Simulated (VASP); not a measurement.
# Cs (Pm-3m) in VASP: single point with PBEsol

Aim: the single point of Cs with PBEsol.

All numbers are computed with VASP 6.6.1; they aren't measurements. Logs are shortened: lines on timing, memory, paths and dates and some standing lists are left out, and cuts for length are marked.

### 1 The cell of the first run

It takes space group Pm-3m (No. 221, cubic). The conventional cell has a = 4.975 Å, b = 4.975 Å, c = 4.975 Å, α = 90.00°, β = 90.00°, γ = 90.00°.

This isn't the form of Cs at room conditions, which is bcc.

### 2 Single point, PBEsol

Contents of INCAR:

```
  PREC = Accurate
  ENCUT = 520
  EDIFF = 1E-6
  ISMEAR = 0
  SIGMA = 0.15
  LREAL = False
  LASPH = True
  NELM = 60
  ALGO = Normal
  ISIF = 2
  LWAVE = False
  LCHARG = False
  GGA = PS
  NBANDS = 10
```

Contents of KPOINTS:

```
regular mesh
0
Gamma
  12 12 12
```

Contents of POSCAR:

```
Cs
1.0
   -1.6581971036      3.3163942073      3.3163942073
    3.3163942073     -1.6581971036      3.3163942073
    3.3163942073      3.3163942073     -1.6581971036
Cs
1
Direct
    0.0000000000      0.0000000000      0.0000000000
```

Potentials or basis: VASP PAW PBE potentials, release 64 (Cs_sv).

Started as:

```
cat potpaw_PBE.64/Cs_sv/POTCAR > POTCAR
mpirun -np 1 vasp_std > vasp.out
```

OUTCAR:

```text
PREC = Accurate
   ENCUT = 520
   EDIFF = 1E-6
   ISMEAR = 0
   LREAL = False
   LASPH = True
   NELM = 60
   ISIF = 2
   GGA = PS

 ion  position               nearest neighbor table
   1  0.000  0.000  0.000-

  LATTYP: Found a simple cubic cell.
 ALAT       =     4.9745913109

  Lattice vectors:

 A1 = (  -1.6581971036,   3.3163942073,   3.3163942073)
 A2 = (   3.3163942073,  -1.6581971036,   3.3163942073)
 A3 = (   3.3163942073,   3.3163942073,  -1.6581971036)

Analysis of symmetry for initial positions (statically):
=====================================================================
 Subroutine PRICEL returns:
 Original cell was already a primitive cell.

 Routine SETGRP: Setting up the symmetry group for a
 simple cubic supercell.

 Subroutine GETGRP returns: Found 48 space group operations
 (whereof 48 operations were pure point group operations)
 out of a pool of 48 trial point group operations.

The static configuration has the point symmetry O_h .

Analysis of symmetry for dynamics (positions and initial velocities):
=====================================================================
 Subroutine PRICEL returns:
 Original cell was already a primitive cell.

 Routine SETGRP: Setting up the symmetry group for a
 simple cubic supercell.

 Subroutine GETGRP returns: Found 48 space group operations
 (whereof 48 operations were pure point group operations)
 out of a pool of 48 trial point group operations.

The dynamic configuration has the point symmetry O_h .

 Subroutine INISYM returns: Found 48 space group operations
 (whereof 48 operations are pure point group operations),
 and found     1 'primitive' translations

----------------------------------------------------------------------------------------

                                     Primitive cell

  volume of cell :     123.1040

  direct lattice vectors                    reciprocal lattice vectors
    -1.658197104  3.316394207  3.316394207    -0.067007180  0.134014359  0.134014359
     3.316394207 -1.658197104  3.316394207     0.134014359 -0.067007180  0.134014359
     3.316394207  3.316394207 -1.658197104     0.134014359  0.134014359 -0.067007180

  length of vectors
     4.974591311  4.974591311  4.974591311     0.201021539  0.201021539  0.201021539

[... 79 lines left out ...]
   LREAL  =      F    real-space projection
   EDIFFG = 0.1E-04   stopping-criterion for IOM
   NSW    =      0    number of steps for IOM
   IBRION =     -1    ionic relax: 0-MD 1-quasi-New 2-CG
   NFREE  =      0    steps in history (QN), initial steepest desc. (CG)
   ISIF   =      2    stress and relaxation
   ISYM   =      2    0-nonsym 1-usesym 2-fastsym
   POTIM  = 0.5000    time-step for ionic-motion
   TEBEG  =    0.0;   TEEND  =   0.0 temperature during run
   PSTRESS=    0.0 pullay stress
   NELECT =       9.0000    total number of electrons
   NUPDOWN=      -1.0000    fix difference up-down
   EMIN   =  10.00;   EMAX   =-10.00  energy-range for DOS
   EFERMI =   0.00;   METHOD = LEGACY
   ISMEAR =     0;   SIGMA  =   0.15  broadening in eV -4-tet -1-fermi 0-gaus
   EFERMI_NEDOS =   21; number of points for ismear=-14 and -15
   IALGO  =     38    algorithm
   IMIX   =      4    mixing-type and parameters
     AMIX     =   0.40;   BMIX     =  1.00
     AMIX_MAG =   1.60;   BMIX_MAG =  1.00
  volume/ion in A,a.u.               =     123.10       830.75
  Fermi-wavevector in a.u.,A,eV,Ry     =   0.684539  1.293591  6.375605  0.468594
  Thomas-Fermi vector in A             =   1.764221
   LORBIT       =      0    0 simple, 1 ext, 2 COOP (PROOUT), +10 PAW based schemes
   GGA     = PS    functional components
   LHFCALC =     F    Hartree Fock is set to
   AEXX    =    0.0000 exact exchange contribution
   IVDW    =     0    specifies the selected vdW correction
   LEPSILON=     F    determine dielectric tensor
   LRPA    =     F    only Hartree local field effects (RPA)
 non-spin polarized calculation
 Gauss-broadening in eV      SIGMA  =   0.15
  energy-cutoff  :      520.00
  volume of cell :      123.10
 maximum number of plane-waves:      3362
 NGX is ok and might be reduce to    40
   NGX = 19   NGY = 19   NGZ = 19

 number of electron       8.9999999 magnetization

 Free energy of the ion-electron system (eV)
  ---------------------------------------------------
  ext. energy  EPLUGINS =         0.00000000
  ---------------------------------------------------
  free energy    TOTEN  =        -0.85030274 eV

  energy without entropy =       -0.83760308  energy(sigma->0) =       -0.84395291

 E-fermi :   0.2484     XC(G=0):  -5.2941

 val. band max:        0.2300731042   @ k =   0.4167   0.2500  -0.0000
 cond. band min:       0.2574537652   @ k =   0.3333   0.2500   0.2500
 fundamental gap:      0.0273806610
 Fermi energy:         0.2484242185

 k-point     1 :       0.0000    0.0000    0.0000
  band No.  band energies     occupation
      1     -23.7906      2.00000
      2     -10.4944      2.00000
      3     -10.4944      2.00000
      4     -10.4944      2.00000
      5      -1.3780      2.00000
      6       1.5798      0.00000
      7       1.5798      0.00000
      8       4.5613      0.00000
      9       4.5613      0.00000
     10       4.5613      0.00000
[... 287 lines left out ...]
 k-point    24 :       0.4167    0.3333    0.0000
  band No.  band energies     occupation
      1     -23.7786      2.00000
      2     -10.6416      2.00000
      3     -10.6073      2.00000
      4     -10.4691      2.00000
      5       0.4352      0.07821
      6       1.0820      0.00000
      7       2.2038      0.00000
      8       2.5225      0.00000
      9       3.4238      0.00000
     10       3.6796      0.00000

 [... further k-points ...]

------------------------ aborting loop because EDIFF is reached ----------------------------------------

  FORCE on cell =-STRESS in cart. coord.  units (eV):
  Direction    XX          YY          ZZ          XY          YZ          ZX
  --------------------------------------------------------------------------------------
  -------------------------------------------------------------------------------------
  Total       -0.0435414     -0.0435414     -0.0435414     -0.0000000     -0.0000000     -0.0000000
  in kB       -0.5666841     -0.5666841     -0.5666841     -0.0000000     -0.0000000     -0.0000000
  external PRESSURE =      -0.5666841 kB  Pullay stress =       0.0000000 kB

 VOLUME and BASIS-vectors are now :
 -----------------------------------------------------------------------------
  energy-cutoff  :      520.00
  volume of cell :      123.10
      direct lattice vectors                 reciprocal lattice vectors
    -1.658197104  3.316394207  3.316394207    -0.067007180  0.134014359  0.134014359
     3.316394207 -1.658197104  3.316394207     0.134014359 -0.067007180  0.134014359
     3.316394207  3.316394207 -1.658197104     0.134014359  0.134014359 -0.067007180

 POSITION                                       TOTAL-FORCE (eV/Angst)
 -----------------------------------------------------------------------------------
      0.00000      0.00000      0.00000        -0.000000     -0.000000     -0.000000
 -----------------------------------------------------------------------------------
    total drift:                               -0.000000     -0.000000     -0.000000

  FREE ENERGIE OF THE ION-ELECTRON SYSTEM (eV)
  ---------------------------------------------------
  free  energy   TOTEN  =        -0.8503027414 eV

  energy  without entropy=       -0.8376030752  energy(sigma->0) =       -0.84395291
```

OSZICAR:

```text
N       E                     dE             d eps       ncg     rms          rms(c)
DAV:   1     0.547694196816E+02    0.54769E+02   -0.28545E+03  1680   0.617E+02
DAV:   2     0.503653990769E+01   -0.49733E+02   -0.48103E+02  2186   0.106E+02
DAV:   3    -0.763474616806E+00   -0.58000E+01   -0.57920E+01  1934   0.426E+01
DAV:   4    -0.851147377150E+00   -0.87673E-01   -0.87654E-01  2164   0.632E+00
DAV:   5    -0.851598526426E+00   -0.45115E-03   -0.45112E-03  2326   0.417E-01    0.146E-01
DAV:   6    -0.850727695366E+00    0.87083E-03   -0.12757E-03  2316   0.167E-01    0.105E-01
DAV:   7    -0.850278849832E+00    0.44885E-03   -0.44007E-03  2198   0.321E-01    0.384E-02
DAV:   8    -0.850299593629E+00   -0.20744E-04   -0.13085E-04  1928   0.710E-02    0.743E-03
DAV:   9    -0.850303115101E+00   -0.35215E-05   -0.68165E-06  2100   0.134E-02    0.482E-03
DAV:  10    -0.850302741434E+00    0.37367E-06   -0.17097E-06  1910   0.672E-03
   1 F= -.85030274E+00 E0= -.84395291E+00  d E =-.126997E-01
```

Wall time 34 s (1 thread of Oxide Virtual Turin-like, shared host); peak memory 0.25 GiB.

What came out:

```
Free energy            : -0.8503 eV
Pressure               : -0.1 GPa
Band gap on the k mesh : zero (an odd number of electrons rules out a gap without spin polarisation)
```

Caveat: the PAW data sets were made with another functional, which shifts forces and pressure a little; spin-orbit coupling is left out, which moves the levels of the heavy elements.

The gap in the log of VASP goes by the Fermi energy; the results here count the filled bands.